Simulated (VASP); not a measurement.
Input of a VASP 6.6.1 run:

File INCAR:

```
SYSTEM = Hf2Ti
  PREC = Accurate
  ENCUT = 600
  EDIFF = 1E-6
  ISMEAR = 0
  SIGMA = 0.1
  LREAL = .FALSE.
  LASPH = .TRUE.
  NELM = 80
  ALGO = Normal
  ISIF = 3
  LWAVE = .FALSE.
  LCHARG = .FALSE.
  GGA = PE
  IBRION = 2
  NSW = 90
  EDIFFG = -0.04
```

Contents of KPOINTS:

```
regular mesh
0
G
  4 4 4
  0 0 0
```

Contents of POSCAR:

```
Hf2Ti
1.0
    0.0000000000      3.7827188830      3.7827188830
    3.7827188830      0.0000000000      3.7827188830
    3.7827188830      3.7827188830      0.0000000000
Hf Ti
4 2
Direct
    0.6250000000      0.6250000000      0.6250000000
    0.1250000000      0.6250000000      0.6250000000
    0.6250000000      0.6250000000      0.1250000000
    0.6250000000      0.1250000000      0.6250000000
    0.0000000000      0.0000000000      0.0000000000
    0.2500000000      0.2500000000      0.2500000000
```

Potentials or basis: VASP PAW PBE potentials, release 64 (Hf_pv, Ti_sv).

Launch:

```sh
$ cat potpaw_PBE.64/Hf_pv/POTCAR potpaw_PBE.64/Ti_sv/POTCAR > POTCAR
$ mpirun -np 1 vasp_std > vasp.out
```

Predict the band gap on the k mesh.

zero (band 32 reaches 5.02 eV, above the bottom of band 33 at 4.94 eV).

What does it give for the relaxed cell?

a = 5.701 Å, b = 5.701 Å, c = 5.701 Å, α = 60.00°, β = 60.00°, γ = 60.00°.

What does it give for the relaxed volume?

21.84 Å³/atom.

The path:
```
step  energy change (eV)  largest force (eV/Å)  pressure (GPa)  volume (Å³)
   1              0.0000                0.0000           24.17       108.25
   2             -0.4298                0.0000          -11.20       156.74
   3             -1.4691                0.0000           -0.42       131.53
   4             -1.4700                0.0000           -0.10       131.02
```

Caveat: the volume moved by over 15 % at a fixed basis, so the end points are rough; spin-orbit coupling is left out, which moves the levels of the heavy elements.
